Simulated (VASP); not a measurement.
# WO (Pm-3m) in VASP: a series of runs

The runs below take WO through single point, with PBE+U.

Everything below comes from runs of VASP 6.6.1. Logs are shortened: lines on timing, memory, paths and dates and some standing lists are left out, and cuts for length are marked.

## (1) The cell of the first run

Symmetry: Pm-3m, No. 221, cubic system. The conventional cell has a = 2.784 Å, b = 2.784 Å, c = 2.784 Å, α = 90.00°, β = 90.00°, γ = 90.00°. W (site symmetry m-3m) has 8 O at 2.41 Å and 6 W at 2.78 Å within 3.2 Å. Within 3.2 Å of O (site symmetry m-3m) lie 8 W at 2.41 Å and 6 O at 2.78 Å.

## (2) Single point, PBE+U, collinear spin

The input, INCAR:

```
  PREC = Accurate
  ENCUT = 520
  EDIFF = 1E-7
  ISMEAR = 0
  SIGMA = 0.1
  LREAL = F
  LASPH = T
  NELM = 150
  ALGO = Normal
  ISIF = 2
  LWAVE = F
  LCHARG = T
  ISPIN = 2
  MAGMOM = 1 -1 0 0
  LORBIT = 11
  LMAXMIX = 4
  LDAU = T
  LDAUTYPE = 2
  LDAUL = 2 -1
  LDAUU = 6.2 0
  LDAUJ = 0 0
  LDAUPRINT = 1
  GGA = PE
  LELF = T
  LVHAR = T
  NBANDS = 32
```

The input, KPOINTS:

```
Automatic mesh
0
Gamma
  14 14 7
```

The input, POSCAR:

```
WO
1.0
    2.7843396443      0.0000000000      2.7843396443
    0.0000000000      2.7843396443      2.7843396443
    0.0000000000      0.0000000000      5.5686792886
W O
2 2
Direct
    0.0000000000      0.0000000000      0.0000000000
    0.0000000000      0.0000000000      0.5000000000
    0.5000000000      0.5000000000      0.7500000000
    0.5000000000      0.5000000000      0.2500000000
```

Potentials or basis: VASP PAW PBE potentials, release 64 (W_sv, O).

Started as:

```sh
$ cat potpaw_PBE.64/W_sv/POTCAR potpaw_PBE.64/O/POTCAR > POTCAR
$ mpirun -np 1 vasp_std > vasp.out
```

OUTCAR:

```text
PREC = Accurate
   ENCUT = 520
   EDIFF = 1E-7
   ISMEAR = 0
   LREAL = F
   LASPH = T
   NELM = 150
   ISIF = 2
   ISPIN = 2
   LORBIT = 11
   GGA = PE

 ion  position               nearest neighbor table
   1  0.000  0.000  0.000-   3 2.41   4 2.41   3 2.41   4 2.41   3 2.41   4 2.41   3 2.41   4 2.41
                             2 2.78   2 2.78   2 2.78   2 2.78   2 2.78   2 2.78
   2  0.000  0.000  0.500-   4 2.41   3 2.41   3 2.41   4 2.41   3 2.41   4 2.41   4 2.41   3 2.41
                             1 2.78   1 2.78   1 2.78   1 2.78   1 2.78   1 2.78
   3  0.500  0.500  0.750-   2 2.41   1 2.41   1 2.41   2 2.41   1 2.41   2 2.41   2 2.41   1 2.41

   4  0.500  0.500  0.250-   1 2.41   2 2.41   1 2.41   2 2.41   1 2.41   2 2.41   1 2.41   2 2.41

  LATTYP: Found a face centered cubic cell.
 ALAT       =     5.5686792886

  Lattice vectors:

 A1 = (   2.7843396443,  -2.7843396443,   0.0000000000)
 A2 = (   2.7843396443,   0.0000000000,   2.7843396443)
 A3 = (   0.0000000000,  -2.7843396443,   2.7843396443)

Analysis of symmetry for initial positions (statically):
=====================================================================
 Subroutine PRICEL returns following result:

  LATTYP: Found a simple cubic cell.
 ALAT       =     2.7843396443
[... 12 lines left out ...]
 Subroutine GETGRP returns: Found 48 space group operations
 (whereof 48 operations were pure point group operations)
 out of a pool of 48 trial point group operations.

The static configuration has the point symmetry O_h .

Analysis of symmetry for dynamics (positions and initial velocities):
=====================================================================
 Subroutine PRICEL returns following result:

  LATTYP: Found a simple cubic cell.
 ALAT       =     2.7843396443
[... 12 lines left out ...]
 Subroutine GETGRP returns: Found 48 space group operations
 (whereof 48 operations were pure point group operations)
 out of a pool of 48 trial point group operations.

The dynamic configuration has the point symmetry O_h .

Analysis of structural, dynamic, and magnetic symmetry:
=====================================================================
 Subroutine PRICEL returns following result:

  LATTYP: Found a simple cubic cell.
 ALAT       =     2.7843396443
[... 12 lines left out ...]
 Subroutine GETGRP returns: Found 48 space group operations
 (whereof 48 operations were pure point group operations)
 out of a pool of 48 trial point group operations.

The overall configuration has the point symmetry O_h .

 Subroutine INISYM returns: Found 48 space group operations
 (whereof 48 operations are pure point group operations),
 and found     2 'primitive' translations

----------------------------------------------------------------------------------------

                                     Primitive cell

  volume of cell :      21.5857

  direct lattice vectors                    reciprocal lattice vectors
     0.000000000 -2.784339644  0.000000000     0.000000000 -0.359151586  0.000000000
     2.784339644  0.000000000  0.000000000     0.359151586  0.000000000  0.000000000
     0.000000000  0.000000000  2.784339644     0.000000000  0.000000000  0.359151586

  length of vectors
     2.784339644  2.784339644  2.784339644     0.359151586  0.359151586  0.359151586

  position of ions in fractional coordinates (direct lattice)
     0.000000000  0.000000000  0.000000000
     0.500000000  0.500000000  0.500000000

  ion indices of the primitive-cell ions
   primitive index   ion index
                 1           1
                 2           3

----------------------------------------------------------------------------------------

 KPOINTS: Automatic mesh

Automatic generation of k-mesh.
 Grid dimensions read from file:
 generate k-points for:   14   14    7

 Generating k-lattice:

  Cartesian coordinates                     Fractional coordinates (reciprocal lattice)
     0.025653685  0.000000000  0.000000000     0.071428571  0.000000000  0.000000000
     0.000000000  0.025653685  0.000000000     0.000000000  0.071428571  0.000000000
    -0.025653685 -0.025653685  0.025653685     0.000000000  0.000000000  0.142857143

  Length of vectors
     0.025653685  0.025653685  0.044433485
[... 79 lines left out ...]
 LDA+U is selected, type is set to LDAUTYPE =  2
   angular momentum for each species LDAUL =     2   -1
   U (eV)           for each species LDAUU =   6.2  0.0
   J (eV)           for each species LDAUJ =   0.0  0.0
   GGA     = PE    functional components
   LHFCALC =     F    Hartree Fock is set to
   AEXX    =    0.0000 exact exchange contribution
   IVDW    =     0    specifies the selected vdW correction
   LEPSILON=     F    determine dielectric tensor
   LRPA    =     F    only Hartree local field effects (RPA)
 spin polarized calculation
 Gauss-broadening in eV      SIGMA  =   0.10
  energy-cutoff  :      520.00
  volume of cell :       43.17
 maximum number of plane-waves:      1211
 NGX is ok and might be reduce to    30
   NGX = 15   NGY = 15   NGZ = 21

 number of electron      39.9999998 magnetization      -0.0000000

atom =   1  type =  1  l = 2

 onsite density matrix

spin component  1

  0.4716  0.0000 -0.0000 -0.0000  0.0000
  0.0000  0.4716 -0.0000 -0.0000 -0.0000
 -0.0000 -0.0000  0.6294 -0.0000  0.0000
 -0.0000 -0.0000 -0.0000  0.4716  0.0000
  0.0000 -0.0000  0.0000  0.0000  0.6294

spin component  2

  0.0921 -0.0000  0.0000  0.0000  0.0000
 -0.0000  0.0921  0.0000  0.0000 -0.0000
  0.0000  0.0000  0.2640 -0.0000 -0.0000
  0.0000  0.0000 -0.0000  0.0921 -0.0000
  0.0000 -0.0000 -0.0000 -0.0000  0.2640

 occupancies and eigenvectors

  o =  0.0921  v =  0.0000  0.0000  0.0000  0.0000  0.0000  1.0000  0.0000  0.0000  0.0000  0.0000      0.0000  0.0000  0.0000  0.0000  0.0000  0.0000  0.0000  0.0000  0.0000  0.0000
  o =  0.0921  v =  0.0000  0.0000  0.0000  0.0000  0.0000  0.0000  1.0000  0.0000 -0.0074  0.0000      0.0000  0.0000  0.0000  0.0000  0.0000  0.0000  0.0000  0.0000  0.0000  0.0000
  o =  0.0921  v =  0.0000  0.0000  0.0000  0.0000  0.0000  0.0000  0.0074  0.0000  1.0000  0.0000      0.0000  0.0000  0.0000  0.0000  0.0000  0.0000  0.0000  0.0000  0.0000  0.0000
  o =  0.2640  v =  0.0000  0.0000  0.0000  0.0000  0.0000  0.0000  0.0000 -1.0000  0.0000 -0.0027      0.0000  0.0000  0.0000  0.0000  0.0000  0.0000  0.0000  0.0000  0.0000  0.0000
  o =  0.2640  v =  0.0000  0.0000  0.0000  0.0000  0.0000  0.0000 -0.0000 -0.0027  0.0000  1.0000      0.0000  0.0000  0.0000  0.0000  0.0000  0.0000  0.0000  0.0000  0.0000  0.0000
  o =  0.4716  v =  1.0000  0.0000  0.0000  0.0000  0.0000  0.0000  0.0000  0.0000  0.0000  0.0000      0.0000  0.0000  0.0000  0.0000  0.0000  0.0000  0.0000  0.0000  0.0000  0.0000
  o =  0.4716  v =  0.0000  1.0000  0.0000  0.0045  0.0000  0.0000  0.0000  0.0000  0.0000  0.0000      0.0000  0.0000  0.0000  0.0000  0.0000  0.0000  0.0000  0.0000  0.0000  0.0000
  o =  0.4716  v =  0.0000 -0.0045 -0.0000  1.0000 -0.0000  0.0000  0.0000  0.0000  0.0000  0.0000      0.0000  0.0000  0.0000  0.0000  0.0000  0.0000  0.0000  0.0000  0.0000  0.0000
  o =  0.6294  v =  0.0000 -0.0000  0.9994  0.0000 -0.0353  0.0000  0.0000  0.0000  0.0000  0.0000      0.0000  0.0000  0.0000  0.0000  0.0000  0.0000  0.0000  0.0000  0.0000  0.0000
  o =  0.6294  v =  0.0000 -0.0000 -0.0353 -0.0000 -0.9994  0.0000  0.0000  0.0000  0.0000  0.0000      0.0000  0.0000  0.0000  0.0000  0.0000  0.0000  0.0000  0.0000  0.0000  0.0000

atom =   2  type =  1  l = 2

 onsite density matrix

spin component  1

  0.0921 -0.0000 -0.0000  0.0000 -0.0000
 -0.0000  0.0921  0.0000 -0.0000 -0.0000
 -0.0000  0.0000  0.2640  0.0000 -0.0000
  0.0000 -0.0000  0.0000  0.0921  0.0000
 -0.0000 -0.0000 -0.0000  0.0000  0.2640

spin component  2

  0.4716 -0.0000 -0.0000 -0.0000  0.0000
 -0.0000  0.4716  0.0000 -0.0000 -0.0000
 -0.0000  0.0000  0.6294  0.0000 -0.0000
 -0.0000 -0.0000  0.0000  0.4716  0.0000
  0.0000 -0.0000 -0.0000  0.0000  0.6294

 occupancies and eigenvectors

  o =  0.0921  v =  0.0000 -0.7521  0.0000 -0.6590 -0.0000  0.0000  0.0000  0.0000  0.0000  0.0000      0.0000  0.0000  0.0000  0.0000  0.0000  0.0000  0.0000  0.0000  0.0000  0.0000
  o =  0.0921  v =  0.0000  0.6590  0.0000 -0.7521 -0.0000  0.0000  0.0000  0.0000  0.0000  0.0000      0.0000  0.0000  0.0000  0.0000  0.0000  0.0000  0.0000  0.0000  0.0000  0.0000
  o =  0.0921  v =  1.0000  0.0000  0.0000  0.0000  0.0000  0.0000  0.0000  0.0000  0.0000  0.0000      0.0000  0.0000  0.0000  0.0000  0.0000  0.0000  0.0000  0.0000  0.0000  0.0000
  o =  0.2640  v =  0.0000  0.0000 -0.0012  0.0000 -1.0000  0.0000  0.0000  0.0000  0.0000  0.0000      0.0000  0.0000  0.0000  0.0000  0.0000  0.0000  0.0000  0.0000  0.0000  0.0000
  o =  0.2640  v =  0.0000 -0.0000  1.0000  0.0000 -0.0012  0.0000  0.0000  0.0000  0.0000  0.0000      0.0000  0.0000  0.0000  0.0000  0.0000  0.0000  0.0000  0.0000  0.0000  0.0000
  o =  0.4716  v =  0.0000  0.0000  0.0000  0.0000  0.0000  0.0000 -0.9942 -0.0000 -0.1077 -0.0000      0.0000  0.0000  0.0000  0.0000  0.0000  0.0000  0.0000  0.0000  0.0000  0.0000
  o =  0.4716  v =  0.0000  0.0000  0.0000  0.0000  0.0000  0.0000 -0.1077  0.0000  0.9942 -0.0000      0.0000  0.0000  0.0000  0.0000  0.0000  0.0000  0.0000  0.0000  0.0000  0.0000
  o =  0.4716  v =  0.0000  0.0000  0.0000  0.0000  0.0000  1.0000  0.0000  0.0000  0.0000  0.0000      0.0000  0.0000  0.0000  0.0000  0.0000  0.0000  0.0000  0.0000  0.0000  0.0000
  o =  0.6294  v =  0.0000  0.0000  0.0000  0.0000  0.0000  0.0000 -0.0000  0.0060  0.0000  1.0000      0.0000  0.0000  0.0000  0.0000  0.0000  0.0000  0.0000  0.0000  0.0000  0.0000
  o =  0.6294  v =  0.0000  0.0000  0.0000  0.0000  0.0000  0.0000 -0.0000  1.0000 -0.0000 -0.0060      0.0000  0.0000  0.0000  0.0000  0.0000  0.0000  0.0000  0.0000  0.0000  0.0000

 number of electron      39.9999998 magnetization       0.0000000

 Free energy of the ion-electron system (eV)
  ---------------------------------------------------
  ext. energy  EPLUGINS =         0.00000000
  ---------------------------------------------------
  free energy    TOTEN  =       -21.02982800 eV

  energy without entropy =      -21.00672804  energy(sigma->0) =      -21.01827802

 E-fermi :  12.2256     XC(G=0): -13.5484

 val. band max:       12.2073869691   @ k =   0.3571   0.2143   0.1429
 cond. band min:      12.2481601557   @ k =   0.4286   0.3571   0.0000
 fundamental gap:      0.0407731867
 Fermi energy:        12.2255756401

 spin component 1

 k-point     1 :       0.0000    0.0000    0.0000
  band No.  band energies     occupation
      1     -63.7029      1.00000
      2     -62.8046      1.00000
      3     -28.1893      1.00000
      4     -28.1893      1.00000
      5     -28.1893      1.00000
      6     -26.8492      1.00000
[... 1673 lines left out ...]
     31      25.0983      0.00000
     32      25.9968      0.00000

 [... further k-points ...]

------------------------ aborting loop because EDIFF is reached ----------------------------------------

  FORCE on cell =-STRESS in cart. coord.  units (eV):
  Direction    XX          YY          ZZ          XY          YZ          ZX
  --------------------------------------------------------------------------------------
  -------------------------------------------------------------------------------------
  Total        8.9856760      8.9856760      8.9856760     -0.0000000     -0.0000000      0.0000000
  in kB      333.4760944    333.4760944    333.4760944     -0.0000000     -0.0000000      0.0000000
  external PRESSURE =     333.4760944 kB  Pullay stress =       0.0000000 kB

 VOLUME and BASIS-vectors are now :
 -----------------------------------------------------------------------------
  energy-cutoff  :      520.00
  volume of cell :       43.17
      direct lattice vectors                 reciprocal lattice vectors
     2.784339644  0.000000000  2.784339644     0.359151586  0.000000000  0.000000000
     0.000000000  2.784339644  2.784339644     0.000000000  0.359151586  0.000000000
     0.000000000  0.000000000  5.568679289    -0.179575793 -0.179575793  0.179575793

 POSITION                                       TOTAL-FORCE (eV/Angst)
 -----------------------------------------------------------------------------------
      0.00000      0.00000      0.00000        -0.000000      0.000000     -0.000000
      0.00000      0.00000      2.78434         0.000000     -0.000000     -0.000000
      1.39217      1.39217      6.96085        -0.000000      0.000000     -0.000000
      1.39217      1.39217      4.17651        -0.000000      0.000000      0.000000
 -----------------------------------------------------------------------------------
    total drift:                                0.000000      0.000000      0.000000

  FREE ENERGIE OF THE ION-ELECTRON SYSTEM (eV)
  ---------------------------------------------------
  free  energy   TOTEN  =       -21.0298280029 eV

  energy  without entropy=      -21.0067280396  energy(sigma->0) =      -21.01827802

 total charge

# of ion       s       p       d       tot
------------------------------------------
    1        2.327   6.193   3.430  11.950
    2        2.327   6.193   3.430  11.950
    3        1.631   3.312   0.000   4.944
    4        1.631   3.312   0.000   4.944
--------------------------------------------------
tot          7.918  19.010   6.860  33.788

 magnetization (x)

# of ion       s       p       d       tot
------------------------------------------
    1        0.015   0.011   1.851   1.878
    2       -0.015  -0.011  -1.851  -1.878
    3        0.000   0.000   0.000   0.000
    4        0.000   0.000   0.000   0.000
--------------------------------------------------
tot          0.000   0.000   0.000   0.000
```

Wall time 6.3 min (1 thread of Intel Xeon 6975P-C (Granite Rapids), shared host); peak memory 0.31 GiB.

Results:

| Quantity | Value |
| --- | --- |
| Free energy | -21.0298 eV |
| Pressure | 33.3 GPa |
| Band gap on the k mesh | zero (filled and empty bands overlap) |
| Net moment | 0.00 μB per cell |
| Site moments | W +1.88, -1.88; O +0.00 μB |
| Valence electrons inside the program's atomic spheres | W 11.95; O 4.94 |

Levels at points of the mesh, in eV from the Fermi level:
Spin up:
```
           k point  band 16  band 17  band 18  band 19  band 20  band 21  band 22  band 23  band 24  band 25
(0.00, 0.00, 0.00)    -5.50    -5.50    -5.50    -2.70     1.62     1.62     1.62     4.56     4.56     4.56
(0.50, 0.00, 0.00)    -5.02    -4.78    -4.67    -1.91    -0.26    -0.26     0.96     3.76     3.76     4.05
```
Spin down:
```csv
k point,band 17,band 18,band 19,band 20,band 21,band 22,band 23,band 24
"(0.00, 0.00, 0.00)",-5.50,-5.50,-2.70,1.62,1.62,1.62,4.56,4.56
"(0.50, 0.00, 0.00)",-4.78,-4.67,-1.91,-0.26,-0.26,0.96,3.76,3.76
```

Eigenvalues of the final occupation matrices:
```tsv
site	spin	trace	eigenvalues
site 1 d	1	2.67	0.47 0.47 0.47 0.63 0.63
site 1 d	2	0.80	0.09 0.09 0.09 0.26 0.26
site 2 d	1	0.80	0.09 0.09 0.09 0.26 0.26
site 2 d	2	2.67	0.47 0.47 0.47 0.63 0.63
```

Caveat: the cell stands under pressure; spin-orbit coupling is left out, which moves the levels of the heavy elements.

(Continued in part 2 of 2.)

The gap in the log of VASP goes by the Fermi energy; the results here count the filled bands.